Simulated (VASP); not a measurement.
Wanted: the native input for a VASP 6.6.1 run.

```
Task                   : relaxation of cell and atoms
Functional             : r2SCAN
Potentials or basis    : VASP PAW PBE potentials, release 64 (Pb_d, Se)
Cutoff                 : 600 eV
k mesh                 : 6 × 6 × 4
Occupations            : gaussian, width 0.1 eV
Spin                   : no spin polarisation
Dipole correction      : no
Further INCAR settings : ALGO = Normal; EDIFF = 1e-07; IBRION = 2; EDIFFG = -0.04; NSW = 90; ISIF = 3
```

Crystal: PbSe.

```xyz
2
Lattice="3.5867 0.0000 0.0000 0.0000 3.5867 0.0000 0.0000 0.0000 4.7011" Properties=species:S:1:pos:R:3 pbc="T T T"
Pb    1.7933    1.7933    2.3506
Se    0.0000    0.0000    0.0000
```

One way to write it, as run:

POSCAR

```
PbSe
1.0
    3.5866824645      0.0000000000      0.0000000000
    0.0000000000      3.5866824645      0.0000000000
    0.0000000000      0.0000000000      4.7011159445
Pb Se
1 1
Direct
    0.5000000000      0.5000000000      0.5000000000
    0.0000000000      0.0000000000      0.0000000000
```

INCAR.step1

```
SYSTEM = PbSe
  PREC = Accurate
  ENCUT = 600
  ISMEAR = 0
  SIGMA = 0.1
  LREAL = .False.
  LASPH = .True.
  NELM = 80
  GGA = PE
  ALGO = Normal
  EDIFF = 1E-4
  LWAVE = .True.
  LCHARG = .False.
```

INCAR.step2

```
SYSTEM = PbSe
  PREC = Accurate
  ENCUT = 600
  EDIFF = 1E-7
  ISMEAR = 0
  SIGMA = 0.1
  LREAL = .False.
  LASPH = .True.
  NELM = 80
  ALGO = Normal
  ISIF = 3
  LWAVE = .False.
  LCHARG = .False.
  METAGGA = R2SCAN
  LMIXTAU = .True.
  IBRION = 2
  NSW = 90
  EDIFFG = -0.04
  ISTART = 1
```

KPOINTS

```
Automatic mesh
0
Gamma
  6 6 4
  0 0 0
```

Potentials or basis: VASP PAW PBE potentials, release 64 (Pb_d, Se).

Command:

```console
$ cat potpaw_PBE.64/Pb_d/POTCAR potpaw_PBE.64/Se/POTCAR > POTCAR
$ cp INCAR.step1 INCAR
$ mpirun -np 1 vasp_std > vasp.out
$ cp INCAR.step2 INCAR
$ mpirun -np 1 vasp_std > vasp.out
```

Results of the run:

```json
{"Relaxed volume": "26.83 Å³/atom", "Relaxed cell": "a = 3.757 Å, b = 3.757 Å, c = 3.801 Å, α = 90.00°, β = 90.00°, γ = 90.00°", "Space group after relaxing (to 0.1 Å)": "Pm-3m (No. 221)", "Energy gained by relaxing": "326.8 meV/atom", "Ionic steps": "6", "Pressure after relaxing": "-0.1 GPa", "Band gap on the k mesh": "zero (bands 10 and 11 overlap by 0.45 eV)"}
```

Caveat: semilocal functionals underestimate gaps, and a narrow one can read as zero; a cell axis changed by over 15 % at a fixed basis, so the end point is rough; the PAW data sets were made with another functional, which shifts forces and pressure a little; spin-orbit coupling is left out, which moves the levels of the heavy elements.

It took 4.5 min on 1 thread of Intel(R) Xeon(R) 6975P-C (Granite Rapids), with other jobs on the host, peak memory 0.23 GiB.
